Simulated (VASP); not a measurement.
# MgO (dq5) (Fm-3m) in VASP: notebook, part 2 of 2

VASP 6.6.1. Earlier steps stand in the parts before.

## Step 4: Relaxation of cell and atoms, LDA

The input, INCAR:

```
PREC = Accurate ; ENCUT = 600
EDIFF = 1E-7 ; ISMEAR = 0
SIGMA = 0.02 ; LREAL = F
LASPH = T ; NELM = 80
ALGO = Normal ; ISIF = 3
LWAVE = F ; LCHARG = F
GGA = CA ; IBRION = 2
NSW = 100 ; EDIFFG = -0.002
```

The input, KPOINTS:

```
regular mesh
0
Gamma
  8 8 8
```

The input, POSCAR:

```
MgO
1.0
    0.0000000000      2.0816499855      2.0816499855
    2.0816499855      0.0000000000      2.0816499855
    2.0816499855      2.0816499855      0.0000000000
Mg O
1 1
Direct
    0.0000000000      0.0000000000      0.0000000000
    0.5000000000      0.5000000000      0.5000000000
```

Potentials or basis: VASP PAW LDA potentials, release 64 (Mg, O).

Command:

```console
$ cat potpaw_LDA.64/Mg/POTCAR potpaw_LDA.64/O/POTCAR > POTCAR
$ mpirun -np 1 vasp_std > vasp.out
```

OUTCAR:

```text
PREC = Accurate
   ENCUT = 600
   EDIFF = 1E-7
   ISMEAR = 0
   LREAL = F
   LASPH = T
   NELM = 80
   ISIF = 3
   GGA = CA
   IBRION = 2
   NSW = 100
   EDIFFG = -0.002

 ion  position               nearest neighbor table
   1  0.000  0.000  0.000-   2 2.08   2 2.08   2 2.08   2 2.08   2 2.08   2 2.08
   2  0.500  0.500  0.500-   1 2.08   1 2.08   1 2.08   1 2.08   1 2.08   1 2.08

  LATTYP: Found a face centered cubic cell.
 ALAT       =     4.1632999710

  Lattice vectors:

 A1 = (   0.0000000000,   2.0816499855,   2.0816499855)
 A2 = (   2.0816499855,   0.0000000000,   2.0816499855)
 A3 = (   2.0816499855,   2.0816499855,   0.0000000000)

Analysis of symmetry for initial positions (statically):
=====================================================================
 Subroutine PRICEL returns:
 Original cell was already a primitive cell.

 Routine SETGRP: Setting up the symmetry group for a
 face centered cubic supercell.

 Subroutine GETGRP returns: Found 48 space group operations
 (whereof 48 operations were pure point group operations)
 out of a pool of 48 trial point group operations.

The static configuration has the point symmetry O_h .

Analysis of symmetry for dynamics (positions and initial velocities):
=====================================================================
 Subroutine PRICEL returns:
 Original cell was already a primitive cell.

 Routine SETGRP: Setting up the symmetry group for a
 face centered cubic supercell.

 Subroutine GETGRP returns: Found 48 space group operations
 (whereof 48 operations were pure point group operations)
 out of a pool of 48 trial point group operations.

The dynamic configuration has the point symmetry O_h .

 Subroutine INISYM returns: Found 48 space group operations
 (whereof 48 operations are pure point group operations),
 and found     1 'primitive' translations

----------------------------------------------------------------------------------------

                                     Primitive cell

  volume of cell :      18.0407

  direct lattice vectors                    reciprocal lattice vectors
     0.000000000  2.081649985  2.081649985    -0.240194078  0.240194078  0.240194078
     2.081649985  0.000000000  2.081649985     0.240194078 -0.240194078  0.240194078
     2.081649985  2.081649985  0.000000000     0.240194078  0.240194078 -0.240194078

  length of vectors
     2.943897642  2.943897642  2.943897642     0.416028348  0.416028348  0.416028348

  position of ions in fractional coordinates (direct lattice)
     0.000000000  0.000000000  0.000000000
     0.500000000  0.500000000  0.500000000

  ion indices of the primitive-cell ions
   primitive index   ion index
                 1           1
                 2           2

----------------------------------------------------------------------------------------

 KPOINTS: regular mesh

Automatic generation of k-mesh.
 Grid dimensions read from file:
 generate k-points for:    8    8    8

 Generating k-lattice:

  Cartesian coordinates                     Fractional coordinates (reciprocal lattice)
    -0.030024260  0.030024260  0.030024260     0.125000000  0.000000000  0.000000000
     0.030024260 -0.030024260  0.030024260     0.000000000  0.125000000  0.000000000
     0.030024260  0.030024260 -0.030024260     0.000000000  0.000000000  0.125000000

[... 40 lines left out ...]
   total plane-waves  NPLWV =  13824
   dimension x,y,z NGX =    24 NGY =   24 NGZ =   24
   dimension x,y,z NGXF=    48 NGYF=   48 NGZF=   48
   ions per type =               1   1
   NGX,Y,Z   is equivalent  to a cutoff of  13.55, 13.55, 13.55 a.u.
   NGXF,Y,Z  is equivalent  to a cutoff of  27.11, 27.11, 27.11 a.u.
 SYSTEM =  unknown system
   PREC   = accura    normal or accurate (medium, high low for compatibility)
   ISTART =      0    job   : 0-new  1-cont  2-samecut
   ICHARG =      2    charge: 1-file 2-atom 10-const
   ISPIN  =      1    spin polarized calculation?
   LNONCOLLINEAR =      F non collinear calculations
   LSORBIT =      F    spin-orbit coupling
   LASPH  =      T    aspherical Exc in radial PAW
   ENCUT  =  600.0 eV  44.10 Ry    6.64 a.u.   5.88  5.88  5.88*2*pi/ulx,y,z
   NELM   =     80;   NELMIN=  2; NELMDL= -5     # of ELM steps
   EDIFF  = 0.1E-06   stopping-criterion for ELM
   LREAL  =      F    real-space projection
   EDIFFG = -.2E-02   stopping-criterion for IOM
   NSW    =    100    number of steps for IOM
   IBRION =      2    ionic relax: 0-MD 1-quasi-New 2-CG
   NFREE  =      1    steps in history (QN), initial steepest desc. (CG)
   ISIF   =      3    stress and relaxation
   ISYM   =      2    0-nonsym 1-usesym 2-fastsym
   POTIM  = 0.5000    time-step for ionic-motion
   TEBEG  =    0.0;   TEEND  =   0.0 temperature during run
   PSTRESS=    0.0 pullay stress
   NELECT =       8.0000    total number of electrons
   NUPDOWN=      -1.0000    fix difference up-down
   EMIN   =  10.00;   EMAX   =-10.00  energy-range for DOS
   EFERMI =   0.00;   METHOD = LEGACY
   ISMEAR =     0;   SIGMA  =   0.02  broadening in eV -4-tet -1-fermi 0-gaus
   EFERMI_NEDOS =   21; number of points for ismear=-14 and -15
   IALGO  =     38    algorithm
   IMIX   =      4    mixing-type and parameters
     AMIX     =   0.40;   BMIX     =  1.00
     AMIX_MAG =   1.60;   BMIX_MAG =  1.00
  volume/ion in A,a.u.               =       9.02        60.87
  Fermi-wavevector in a.u.,A,eV,Ry     =   1.248400  2.359134 21.204717  1.558503
  Thomas-Fermi vector in A             =   2.382488
   LORBIT       =      0    0 simple, 1 ext, 2 COOP (PROOUT), +10 PAW based schemes
   GGA     = CA    functional components
   LHFCALC =     F    Hartree Fock is set to
   AEXX    =    0.0000 exact exchange contribution
   IVDW    =     0    specifies the selected vdW correction
   LEPSILON=     F    determine dielectric tensor
   LRPA    =     F    only Hartree local field effects (RPA)
 conjugate gradient relaxation of ions
 non-spin polarized calculation
 Gauss-broadening in eV      SIGMA  =   0.02
  energy-cutoff  :      600.00
  volume of cell :       18.04
 maximum number of plane-waves:       620
   NGX = 11   NGY = 11   NGZ = 11

--------------------------------------- Ionic step        1  -------------------------------------------

 number of electron       8.0000001 magnetization

 Free energy of the ion-electron system (eV)
  ---------------------------------------------------
  ext. energy  EPLUGINS =         0.00000000
  ---------------------------------------------------
  free energy    TOTEN  =       -13.44760514 eV

  energy without entropy =      -13.44760514  energy(sigma->0) =      -13.44760514

------------------------ aborting loop because EDIFF is reached ----------------------------------------

  FORCE on cell =-STRESS in cart. coord.  units (eV):
  Direction    XX          YY          ZZ          XY          YZ          ZX
  --------------------------------------------------------------------------------------
  -------------------------------------------------------------------------------------
  Total       -0.2768886     -0.2768886     -0.2768886      0.0000000      0.0000000      0.0000000
  in kB      -24.5902240    -24.5902240    -24.5902240      0.0000000      0.0000000      0.0000000
  external PRESSURE =     -24.5902240 kB  Pullay stress =       0.0000000 kB
[... 59 lines left out ...]
--------------------------------------- Ionic step        3  -------------------------------------------

 number of electron       7.9999999 magnetization

 Free energy of the ion-electron system (eV)
  ---------------------------------------------------
  ext. energy  EPLUGINS =         0.00000000
  ---------------------------------------------------
  free energy    TOTEN  =       -13.44957780 eV

  energy without entropy =      -13.44957780  energy(sigma->0) =      -13.44957780

 E-fermi :   3.4132     XC(G=0): -11.8307

 val. band max:        3.2608986339   @ k =   0.0000   0.0000   0.0000
 cond. band min:       8.4129877053   @ k =   0.0000   0.0000   0.0000
 fundamental gap:      5.1520890714
 Fermi energy:         3.4131794538

 k-point     1 :       0.0000    0.0000    0.0000
  band No.  band energies     occupation
      1     -14.0051      2.00000
      2       3.2609      2.00000
      3       3.2609      2.00000
      4       3.2609      2.00000
      5       8.4130      0.00000
      6      19.0551      0.00000
      7      19.0551      0.00000
      8      19.0551      0.00000
[... 243 lines left out ...]
 k-point    24 :      -0.3750    0.2500    0.1250
  band No.  band energies     occupation
      1     -12.3502      2.00000
      2      -1.0107      2.00000
      3       1.1753      2.00000
      4       2.1860      2.00000
      5      13.1089      0.00000
      6      15.7188      0.00000
      7      16.9933      0.00000
      8      20.4515      0.00000

 [... further k-points ...]
[... 5 lines left out ...]
  --------------------------------------------------------------------------------------
  -------------------------------------------------------------------------------------
  Total        0.0001965      0.0001965      0.0001965      0.0000000      0.0000000     -0.0000000
  in kB        0.0177004      0.0177004      0.0177004      0.0000000      0.0000000     -0.0000000
  external PRESSURE =       0.0177004 kB  Pullay stress =       0.0000000 kB
[... 17 lines left out ...]
  FREE ENERGIE OF THE ION-ELECTRON SYSTEM (eV)
  ---------------------------------------------------
  free  energy   TOTEN  =       -13.4495777957 eV

  energy  without entropy=      -13.4495777957  energy(sigma->0) =      -13.44957780

 reached required accuracy - stopping structural energy minimisation
```

Wall time 16 s (1 thread of Intel Xeon 8259CL, shared host); peak memory 0.13 GiB.

What came out:

```
Free energy                            : -13.4496 eV
Relaxed volume                         : 8.89 Å³/atom
Relaxed cell                           : a = 2.930 Å, b = 2.930 Å, c = 2.930 Å, α = 60.00°, β = 60.00°, γ = 60.00°
Space group after relaxing (to 0.05 Å) : Fm-3m (No. 225)
Energy gained by relaxing              : 1.0 meV/atom
Ionic steps                            : 3
Pressure after relaxing                : 0.0 GPa
Band gap on the k mesh                 : 5.15 eV, direct
```

The path:
| step | energy change (eV) | largest force (eV/Å) | pressure (GPa) | volume (Å³) |
| --- | --- | --- | --- | --- |
| 1 | 0.0000 | 0.0000 | -2.46 | 18.04 |
| 2 | -0.0016 | 0.0000 | 1.07 | 17.68 |
| 3 | -0.0020 | 0.0000 | 0.00 | 17.79 |

Final structure:
```
CELL_PARAMETERS angstrom
0.00000 2.07184 2.07184
2.07184 0.00000 2.07184
2.07184 2.07184 0.00000
ATOMIC_POSITIONS crystal
Mg 0.00000 0.00000 0.00000
O 0.50000 0.50000 0.50000
```

## Step 5: The runs side by side

```csv
task,cell,cutoff (eV),smearing,gap on the mesh (eV),pressure (GPa)
single point,"a = 2.944 Å, angles 60.0°, 2 atoms",520,gaussian 0.1 eV,5.00,-2.2
single point,"a = 2.942 Å, angles 60.0°, 2 atoms",520,gaussian 0.02 eV,5.02,-1.9
relaxation of cell and atoms,"relaxed from a = 2.944 Å, angles 60.0°, 2 atoms",600,gaussian 0.02 eV,5.15,0.0
```

Alike in all rows: level LDA; potentials or basis VASP PAW LDA potentials, release 64 (Mg, O); no spin polarisation; k mesh 8 × 8 × 8.

Total energies depend on the potentials used, so only differences within one code and one set of settings carry meaning.

## Step 6: How close it comes

Step 2. Measured gap of MgO: 7.83 eV (quoted in “Electronic structure of alkaline earth and post-transition metal oxides”, 2009, arxiv:0908.1581). This calculation gives 5.00 eV (-2.83 eV). The value is that of LDA, without temperature or zero-point motion. Semilocal functionals fall short of measured gaps as a rule.

Step 3. Against the measured gap of MgO, 7.83 eV (quoted in “Electronic structure of alkaline earth and post-transition metal oxides”, 2009, arxiv:0908.1581), the calculated 5.02 eV is off by -2.81 eV. The value is that of LDA, without temperature or zero-point motion. Semilocal functionals fall short of measured gaps as a rule.
